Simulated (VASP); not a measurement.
Write the native input for VASP 6.6.1 that does the following.

- Task: single point
- Functional: PBEsol
- Potentials or basis: VASP PAW PBE potentials, release 64 (Pb_d, Se)
- Cutoff: 520 eV
- k mesh: 6 × 6 × 6
- Occupations: gaussian, width 0.02 eV
- Spin: no spin polarisation
- Dipole correction: no
- Further INCAR settings: ALGO = Normal; EDIFF = 1e-07; NBANDS = 28

The structure of PbSe lies in POSCAR:

```
PbSe
1.0
   -0.0312544200     12.4978720946      3.2668995049
    3.1939427038      0.0000000000      3.2357179949
    3.2251971238     12.4978720946     -0.0311815100
Pb Se
2 2
Direct
    0.1959133882      0.8158213088      0.2001118023
    0.7998881977      0.2118464994      0.8040866118
    0.6687539224      0.2855123806      0.6985545083
    0.3014454917      0.6528208112      0.3312460776
```

This cell differs from its parent crystal: strained and its atoms moved.

These files were run (other wordings do the same):

INCAR

```
SYSTEM = PbSe
PREC = Accurate ; ENCUT = 520
EDIFF = 1E-7 ; ISMEAR = 0
SIGMA = 0.02 ; LREAL = .False.
LASPH = .True. ; NELM = 100
ALGO = Normal ; ISIF = 2
LWAVE = .False. ; LCHARG = .True.
GGA = PS ; LELF = .True.
LVHAR = .True. ; NBANDS = 28
```

KPOINTS

```
regular mesh
0
Gamma
  6 6 6
  0 0 0
```

Potentials or basis: VASP PAW PBE potentials, release 64 (Pb_d, Se).

Command:

```sh
$ cat potpaw_PBE.64/Pb_d/POTCAR potpaw_PBE.64/Se/POTCAR > POTCAR
$ mpirun -np 1 vasp_std > vasp.out
```

It gave:

The pressure is -2.9 GPa. The largest force is 0.880 eV/Å and the band gap on the k mesh is 1.43 eV, indirect (least direct gap 1.54 eV).

Caveat: the cell differs from its parent crystal (strained and its atoms moved); the PAW data sets were made with another functional, which shifts forces and pressure a little; spin-orbit coupling is left out, which moves the levels of the heavy elements.

It took 21 min on 1 thread of Intel(R) Xeon(R) Platinum 8375C CPU @ 2.90GHz (Ice Lake), on a shared host, peak memory 0.95 GiB.
